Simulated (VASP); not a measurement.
# MgO (I4/mmm) in VASP: a series of runs, part 2 of 2

VASP 6.6.1. Earlier steps stand in the parts before.

## (3) Single point, r2SCAN

This run uses another cell than the first one, of the same volume but with other edges.

POSCAR

```
MgO
1.0
    0.0000000000      2.2540078050      1.9159066342
    2.2540078050      0.0000000000      1.9159066342
    2.2540078050      2.2540078050      0.0000000000
Mg O
1 1
Direct
    0.0000000000      0.0000000000      0.0000000000
    0.5000000000      0.5000000000      0.5000000000
```

INCAR.step1

```
SYSTEM = MgO
PREC     = Accurate       ! precision mode
ENCUT    = 520            ! plane-wave cutoff, eV
ISMEAR   = 0              ! smearing method
SIGMA    = 0.05           ! smearing width, eV
LREAL    = .FALSE.        ! projectors in reciprocal space
LASPH    = .TRUE.         ! aspherical terms in the spheres
NELM     = 100            ! most SCF steps
NBANDS   = 11             ! bands
GGA      = PE             ! functional
ALGO     = Normal         ! electronic algorithm
EDIFF    = 1E-4           ! SCF threshold, eV
LWAVE    = .TRUE.         ! write WAVECAR
LCHARG   = .FALSE.        ! write CHGCAR
```

INCAR.step2

```
SYSTEM = MgO
PREC     = Accurate       ! precision mode
ENCUT    = 520            ! plane-wave cutoff, eV
EDIFF    = 1E-7           ! SCF threshold, eV
ISMEAR   = 0              ! smearing method
SIGMA    = 0.05           ! smearing width, eV
LREAL    = .FALSE.        ! projectors in reciprocal space
LASPH    = .TRUE.         ! aspherical terms in the spheres
NELM     = 100            ! most SCF steps
ALGO     = Normal         ! electronic algorithm
ISIF     = 2              ! what is computed and relaxed
LWAVE    = .FALSE.        ! write WAVECAR
LCHARG   = .FALSE.        ! write CHGCAR
METAGGA  = R2SCAN         ! meta-GGA
LMIXTAU  = .TRUE.       
NBANDS   = 11             ! bands
ISTART   = 1
```

KPOINTS

```
Automatic mesh
0
G
  10 10 10
  0 0 0
```

Potentials or basis: VASP PAW PBE potentials, release 64 (Mg, O).

Run with:

```sh
cat potpaw_PBE.64/Mg/POTCAR potpaw_PBE.64/O/POTCAR > POTCAR
cp INCAR.step1 INCAR
mpirun -np 1 vasp_std > vasp.out
cp INCAR.step2 INCAR
mpirun -np 1 vasp_std > vasp.out
```

It took 2.4 min on 1 thread of Intel Xeon 8259CL, shared host; peak memory 0.16 GiB.

Results (log left out):

```yaml
Free_energy: -15.9079 eV
Pressure: 0.9 GPa
Band_gap_on_the_k_mesh: 4.92 eV
```

Stress tensor (GPa, compression positive):
```
-12.49   0.00   0.00
  0.00 -12.49   0.00
  0.00   0.00  27.80
```

Levels at points of the mesh, in eV from the valence-band top:
| k point | band 1 | band 2 | band 3 | band 4 | band 5 | band 6 | band 7 | band 8 | band 9 |
| --- | --- | --- | --- | --- | --- | --- | --- | --- | --- |
| (0.00, 0.00, 0.00) | -18.16 | -0.44 | 0.00 | 0.00 | 4.92 | 16.27 | 16.27 | 17.89 | 19.68 |
| (0.50, 0.00, 0.00) | -16.99 | -4.53 | -0.93 | -0.70 | 8.29 | 13.00 | 15.29 | 19.50 | 21.30 |
| (0.50, 0.50, 0.00) | -16.58 | -3.60 | -1.89 | -1.89 | 8.81 | 10.83 | 15.19 | 18.47 | 18.47 |
| (0.50, 0.00, 0.50) | -16.92 | -4.22 | -1.64 | -0.73 | 10.62 | 10.73 | 12.97 | 18.94 | 21.88 |

Caveat: the PAW data sets were made with another functional, which shifts forces and pressure a little.

## (4) Single point, r2SCAN

This run uses another cell than the first one, of the same volume but with other edges.

POSCAR

```
MgO
1.0
    0.0000000000      2.0092530771      2.4111036925
    2.0092530771      0.0000000000      2.4111036925
    2.0092530771      2.0092530771      0.0000000000
Mg O
1 1
Direct
    0.0000000000      0.0000000000      0.0000000000
    0.5000000000      0.5000000000      0.5000000000
```

INCAR.step1

```
  ALGO = Normal
  EDIFF = 1E-4
  ENCUT = 520
  GGA = PE
  ISMEAR = 0
  LASPH = True
  LCHARG = False
  LREAL = False
  LWAVE = True
  NBANDS = 11
  NELM = 80
  PREC = Accurate
  SIGMA = 0.05
```

INCAR.step2

```
  ALGO = Normal
  EDIFF = 1E-7
  ENCUT = 520
  ISIF = 2
  ISMEAR = 0
  ISTART = 1
  LASPH = True
  LCHARG = True
  LELF = True
  LMIXTAU = True
  LREAL = False
  LVHAR = True
  LWAVE = False
  METAGGA = R2SCAN
  NBANDS = 11
  NELM = 80
  PREC = Accurate
  SIGMA = 0.05
```

KPOINTS

```
k-points
0
Gamma
  10 10 10
```

Run with:

```sh
cat potpaw_PBE.64/Mg/POTCAR potpaw_PBE.64/O/POTCAR > POTCAR
cp INCAR.step1 INCAR
mpirun -np 1 vasp_std > vasp.out
cp INCAR.step2 INCAR
mpirun -np 1 vasp_std > vasp.out
```

It took 2.5 min on 1 thread of Intel Xeon 8259CL, shared host; peak memory 0.16 GiB.

It converged, with:

| Item | Value |
| --- | --- |
| Free energy | -15.9504 eV |
| Pressure | 1.0 GPa |
| Band gap on the k mesh | 4.93 eV |

Stress tensor (GPa, compression positive):
```
  9.13   0.00   0.00
  0.00   9.13   0.00
  0.00   0.00 -15.19
```

Levels at points of the mesh, in eV from the valence-band top:
```tsv
k point	band 1	band 2	band 3	band 4	band 5	band 6	band 7	band 8	band 9
(0.00, 0.00, 0.00)	-18.12	-0.16	-0.16	0.00	4.93	15.62	17.57	17.57	20.07
(0.50, 0.00, 0.00)	-16.95	-4.50	-0.97	-0.53	8.27	12.96	15.89	19.28	21.56
(0.50, 0.50, 0.00)	-17.11	-4.27	-0.90	-0.90	11.16	11.27	12.19	21.29	21.29
(0.50, 0.00, 0.50)	-16.58	-3.81	-2.17	-1.00	9.62	10.68	14.52	17.44	20.98
```

Caveat: the PAW data sets were made with another functional, which shifts forces and pressure a little.

## (5) Single point, r2SCAN

This run uses another cell than the first one, of the same volume but with other edges.

POSCAR

```
MgO
1.0
    0.0000000000      2.3195132437      1.8092203301
    2.3195132437      0.0000000000      1.8092203301
    2.3195132437      2.3195132437      0.0000000000
Mg O
1 1
Direct
    0.0000000000      0.0000000000      0.0000000000
    0.5000000000      0.5000000000      0.5000000000
```

INCAR.step1

```
SYSTEM = MgO
ALGO = Normal
EDIFF = 1E-4
ENCUT = 520
GGA = PE
ISMEAR = 0
LASPH = .True.
LCHARG = .False.
LREAL = .False.
LWAVE = .True.
NBANDS = 11
NELM = 60
PREC = Accurate
SIGMA = 0.05
```

INCAR.step2

```
SYSTEM = MgO
ALGO = Normal
EDIFF = 1E-7
ENCUT = 520
ISIF = 2
ISMEAR = 0
ISTART = 1
LASPH = .True.
LCHARG = .True.
LELF = .True.
LMIXTAU = .True.
LREAL = .False.
LVHAR = .True.
LWAVE = .False.
METAGGA = R2SCAN
NBANDS = 11
NELM = 60
PREC = Accurate
SIGMA = 0.05
```

KPOINTS

```
k-points
0
Gamma
  10 10 10
  0 0 0
```

Run with:

```sh
cat potpaw_PBE.64/Mg/POTCAR potpaw_PBE.64/O/POTCAR > POTCAR
cp INCAR.step1 INCAR
mpirun -np 1 vasp_std > vasp.out
cp INCAR.step2 INCAR
mpirun -np 1 vasp_std > vasp.out
```

Wall time 2.4 min (1 thread of Intel Xeon 8259CL, shared host); peak memory 0.16 GiB.

Results (log left out):

```
Free energy            : -15.4970 eV
Pressure               : 14.9 GPa
Band gap on the k mesh : 4.69 eV
```

Stress tensor (GPa, compression positive):
```
-12.10   0.00   0.00
  0.00 -12.10   0.00
  0.00   0.00  68.80
```

Levels at points of the mesh, in eV from the valence-band top:
```csv
k point,band 2,band 3,band 4,band 5,band 6,band 7
"(0.00, 0.00, 0.00)",-0.60,0.00,0.00,4.69,16.43,16.43
"(0.50, 0.00, 0.00)",-4.51,-1.09,-0.80,8.16,12.74,14.63
"(0.50, 0.50, 0.00)",-3.29,-2.15,-2.15,8.29,11.37,15.97
"(0.50, 0.00, 0.50)",-4.33,-1.67,-0.45,10.64,11.42,12.53
```

Caveat: the cell stands under pressure; the PAW data sets were made with another functional, which shifts forces and pressure a little.

## (6) Single point, r2SCAN

This run uses another cell than the first one, of the same volume but with other edges.

POSCAR

```
MgO
1.0
    0.0000000000      2.1953264755      2.0197003575
    2.1953264755      0.0000000000      2.0197003575
    2.1953264755      2.1953264755      0.0000000000
Mg O
1 1
Direct
    0.0000000000      0.0000000000      0.0000000000
    0.5000000000      0.5000000000      0.5000000000
```

INCAR.step1

```
ALGO = Normal
EDIFF = 1E-4
ENCUT = 520
GGA = PE
ISMEAR = 0
LASPH = T
LCHARG = F
LREAL = F
LWAVE = T
NBANDS = 11
NELM = 60
PREC = Accurate
SIGMA = 0.05
```

INCAR.step2

```
ALGO = Normal
EDIFF = 1E-6
ENCUT = 520
ISIF = 2
ISMEAR = 0
ISTART = 1
LASPH = T
LCHARG = T
LELF = T
LMIXTAU = T
LREAL = F
LVHAR = T
LWAVE = F
METAGGA = R2SCAN
NBANDS = 11
NELM = 60
PREC = Accurate
SIGMA = 0.05
```

KPOINTS

```
k-points
0
Gamma
  10 10 10
```

Potentials or basis: VASP PAW PBE potentials, release 64 (Mg, O).

Run with:

```sh
cat potpaw_PBE.64/Mg/POTCAR potpaw_PBE.64/O/POTCAR > POTCAR
cp INCAR.step1 INCAR
mpirun -np 1 vasp_std > vasp.out
cp INCAR.step2 INCAR
mpirun -np 1 vasp_std > vasp.out
```

Wall time 2 min (1 thread of Intel Xeon 8259CL, shared host); peak memory 0.16 GiB.

It converged, with:

```
Free energy            : -16.0840 eV
Pressure               : -5.9 GPa
Band gap on the k mesh : 5.09 eV
```

Stress tensor (GPa, compression positive):
```
-11.40   0.00   0.00
  0.00 -11.40   0.00
  0.00   0.00   5.01
```

Levels at points of the mesh, in eV from the valence-band top:
| k point | band 1 | band 2 | band 3 | band 4 | band 5 | band 6 | band 7 | band 8 |
| --- | --- | --- | --- | --- | --- | --- | --- | --- |
| (0.00, 0.00, 0.00) | -18.07 | -0.22 | 0.00 | 0.00 | 5.09 | 16.33 | 16.33 | 17.18 |
| (0.50, 0.00, 0.00) | -16.92 | -4.49 | -0.78 | -0.64 | 8.43 | 13.20 | 16.05 | 18.08 |
| (0.50, 0.50, 0.00) | -16.57 | -3.80 | -1.61 | -1.61 | 9.35 | 10.59 | 14.52 | 19.04 |
| (0.50, 0.00, 0.50) | -16.76 | -4.09 | -1.51 | -1.01 | 10.27 | 10.59 | 13.39 | 19.24 |

Caveat: the cell stands under tension; the PAW data sets were made with another functional, which shifts forces and pressure a little.

## (7) Overview

| cell | gap on the mesh (eV) | pressure (GPa) |
| --- | --- | --- |
| a = 2.935, b = 2.935, c = 3.390 Å, angles 54.7, 54.7, 70.5°, 2 atoms | 4.41 | 41.2 |
| a = 2.958, b = 2.958, c = 3.188 Å, angles 57.4, 57.4, 65.2°, 2 atoms | 4.92 | 0.9 |
| a = 3.139, b = 3.139, c = 2.842 Å, angles 63.1, 63.1, 53.8°, 2 atoms | 4.93 | 1.0 |
| a = 2.942, b = 2.942, c = 3.280 Å, angles 56.1, 56.1, 67.8°, 2 atoms | 4.69 | 14.9 |
| a = 2.983, b = 2.983, c = 3.105 Å, angles 58.6, 58.6, 62.7°, 2 atoms | 5.09 | -5.9 |

Alike in all rows: task single point; level r2SCAN; potentials or basis VASP PAW PBE potentials, release 64 (Mg, O); no spin polarisation; k mesh 10 × 10 × 10; cutoff (eV) 520; smearing gaussian 0.05 eV.

Caveats: the PAW data sets were made with another functional, which shifts forces and pressure a little; the cell stands under pressure (at least some runs); the cell stands under tension (at least some runs).

Total energies depend on the potentials used, so only differences within one code and one set of settings carry meaning.
